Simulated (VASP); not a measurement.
The system is Au2Cl3.

```
Au Cl
1.0
     4.36400    0.00000    0.00000
    -2.18200    3.77934    0.00000
     0.00000    0.00000    6.78968
Au Cl
2 3
Direct
  0.33333 0.66667 0.24500
  0.66667 0.33333 0.75500
  0.00000 0.00000 0.00000
  0.33333 0.66667 0.64500
  0.66667 0.33333 0.35500
```

| Property | Result |
| --- | --- |
| Program | VASP 6.6.1 |
| Task | relaxation of cell and atoms |
| Functional | PBE |
| Potentials or basis | VASP PAW PBE potentials, release 64 (Au, Cl) |
| Cutoff | 600 eV |
| k mesh | 6 × 6 × 4 |
| Occupations | gaussian, width 0.1 eV |
| Spin | no spin polarisation |

At the start: pressure 0.9 GPa; volume 22.40 Å³/atom.

How do energy, volume and symmetry change on relaxing?

Over 14 steps the energy falls by 180.4 meV/atom and the volume is 24.53 Å³/atom (+9.5 %); space group P-3m1 (No. 164, to 0.1 Å) before and after.

Step by step:
| step | energy change (eV) | largest force (eV/Å) | pressure (GPa) | volume (Å³) |
| --- | --- | --- | --- | --- |
| 1 | 0.0000 | 1.0885 | 0.86 | 111.98 |
| 2 | -0.2664 | 0.7655 | -0.37 | 113.87 |
| 3 | -0.6314 | 0.4105 | -0.91 | 117.72 |
| 4 | -0.6753 | 0.6129 | 2.77 | 123.46 |
| 5 | -0.7423 | 0.4902 | 1.02 | 121.61 |
| 6 | -0.7805 | 0.3242 | -1.59 | 128.15 |
| 7 | -0.7828 | 0.3567 | -1.14 | 126.85 |
| 8 | -0.8363 | 0.2936 | -0.94 | 125.77 |
| 9 | -0.8962 | 0.1231 | -0.50 | 123.36 |
| 10 | -0.8965 | 0.1351 | -0.47 | 123.18 |
| 11 | -0.8937 | 0.0752 | 0.95 | 120.36 |
| 12 | -0.8992 | 0.0615 | 0.09 | 122.00 |
| 13 | -0.9005 | 0.0509 | 0.07 | 122.17 |
| 14 | -0.9021 | 0.0245 | -0.01 | 122.63 |

Final structure:
```cif
data_structure
_symmetry_space_group_name_H-M 'P 1'
_symmetry_Int_Tables_number 1
_cell_length_a 4.0724
_cell_length_b 4.0724
_cell_length_c 8.5380
_cell_angle_alpha 90.000
_cell_angle_beta 90.000
_cell_angle_gamma 120.000
_cell_volume 122.63
loop_
_atom_site_label
_atom_site_type_symbol
_atom_site_fract_x
_atom_site_fract_y
_atom_site_fract_z
_atom_site_occupancy
Au1 Au 0.33333 0.66667 0.18987 1
Au2 Au 0.66667 0.33333 0.81013 1
Cl1 Cl 0.00000 0.00000 0.00000 1
Cl2 Cl 0.33333 0.66667 0.69036 1
Cl3 Cl 0.66667 0.33333 0.30964 1
```

Caveat: a cell axis changed by over 15 % at a fixed basis, so the end point is rough; an odd number of electrons without spin polarisation forces a metal; a magnetic or distorted state may lie lower.
